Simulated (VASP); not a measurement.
Write the native input for VASP 6.6.1 that does the following.

| Item | Value |
| --- | --- |
| Task | relaxation of cell and atoms |
| Functional | PBE |
| Potentials or basis | VASP PAW PBE potentials, release 64 (Hf_pv, Pt) |
| Cutoff | 600 eV |
| k mesh | 4 × 4 × 6 |
| Occupations | gaussian, width 0.1 eV |
| Spin | no spin polarisation |
| Dipole correction | no |
| Further INCAR settings | ALGO = Normal; EDIFF = 1e-07; IBRION = 2; EDIFFG = -0.04; NSW = 90; ISIF = 3 |

The structure of HfPt2 lies in POSCAR:

```
HfPt2
1.0
    5.4846266039      0.0000000000      0.0000000000
    0.0000000000      5.4846266039      0.0000000000
    0.0000000000      0.0000000000      3.5326534874
Hf Pt
2 4
Direct
    0.0000000000      0.0000000000      0.0000000000
    0.5000000000      0.5000000000      0.5000000000
    0.3060000000      0.3060000000      0.0000000000
    0.1940000000      0.8060000000      0.5000000000
    0.6940000000      0.6940000000      0.0000000000
    0.8060000000      0.1940000000      0.5000000000
```

One way to write it, as run:

INCAR

```
SYSTEM = HfPt2
ALGO = Normal ; EDIFF = 1E-7
EDIFFG = -0.04 ; ENCUT = 600
GGA = PE ; IBRION = 2
ISIF = 3 ; ISMEAR = 0
LASPH = .True. ; LCHARG = .False.
LREAL = .False. ; LWAVE = .False.
NELM = 100 ; NSW = 90
PREC = Accurate ; SIGMA = 0.1
```

KPOINTS

```
k-points
0
Gamma
  4 4 6
  0 0 0
```

Potentials or basis: VASP PAW PBE potentials, release 64 (Hf_pv, Pt).

Run with:

```console
$ cat potpaw_PBE.64/Hf_pv/POTCAR potpaw_PBE.64/Pt/POTCAR > POTCAR
$ mpirun -np 1 vasp_std > vasp.out
```

It gave:

* Relaxed volume: 23.60 Å³/atom
* Relaxed cell: a = 5.559 Å, b = 5.559 Å, c = 4.582 Å, α = 90.00°, β = 90.00°, γ = 90.00°
* Space group after relaxing (to 0.05 Å): P4_2/mnm (No. 136)
* Energy gained by relaxing: 1132.5 meV/atom
* Ionic steps: 23
* Pressure after relaxing: -0.2 GPa
* Largest force after relaxing: 0.020 eV/Å
* Band gap on the k mesh: zero (band 30 reaches 5.44 eV, above the bottom of band 31 at 4.78 eV)

Caveat: the volume moved by over 15 % at a fixed basis, so the end points are rough; spin-orbit coupling is left out, which moves the levels of the heavy elements.

Wall time 27 min on 1 thread of Intel(R) Xeon(R) Platinum 8259CL CPU @ 2.50GHz (Skylake/Cascade Lake), on a shared host, peak memory 0.31 GiB.
